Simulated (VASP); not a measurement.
Wanted: the native input for a VASP 6.6.1 run.

| Quantity | Value |
| --- | --- |
| Task | single point |
| Functional | PBE |
| Potentials or basis | VASP PAW PBE potentials, release 64 (Pb_d) |
| Cutoff | 520 eV |
| k mesh | 11 × 11 × 11 |
| Occupations | fermi-dirac, width 0.1 eV |
| Spin | no spin polarisation |
| Dipole correction | no |
| Further INCAR settings | ALGO = Normal; EDIFF = 1e-06; NBANDS = 21 |

The structure of Pb lies in POSCAR:

```
Pb
1.0
    0.0000000000      3.4092107764      3.4092107764
    3.4092107764      0.0000000000      3.4092107764
    3.4092107764      3.4092107764      0.0000000000
Pb
2
Direct
   -0.1250000000     -0.1250000000     -0.1250000000
    0.1250000000      0.1250000000      0.1250000000
```

This cell differs from its parent crystal: volume scaled by 0.9.

One way to write it, as run:

INCAR

```
SYSTEM = Pb
PREC = Accurate
ENCUT = 520
EDIFF = 1E-6
ISMEAR = -1
SIGMA = 0.1
LREAL = .FALSE.
LASPH = .TRUE.
NELM = 80
ALGO = Normal
ISIF = 2
LWAVE = .FALSE.
LCHARG = .FALSE.
GGA = PE
NBANDS = 21
```

KPOINTS

```
Automatic mesh
0
G
  11 11 11
  0 0 0
```

Potentials or basis: VASP PAW PBE potentials, release 64 (Pb_d).

Run with:

```bash
$ cat potpaw_PBE.64/Pb_d/POTCAR > POTCAR
$ mpirun -np 1 vasp_std > vasp.out
```

Results of the run:

| Quantity | Value |
| --- | --- |
| Pressure | 3.3 GPa |
| Band gap on the k mesh | zero (band 14 reaches 4.99 eV, above the bottom of band 15 at 3.82 eV) |

Caveat: spin-orbit coupling is left out, which moves the levels of the heavy elements.

Run time: 44 s on 1 thread of AMD EPYC 9R45 96-Core Processor (Zen 5) (shared host), peak memory 0.21 GiB.
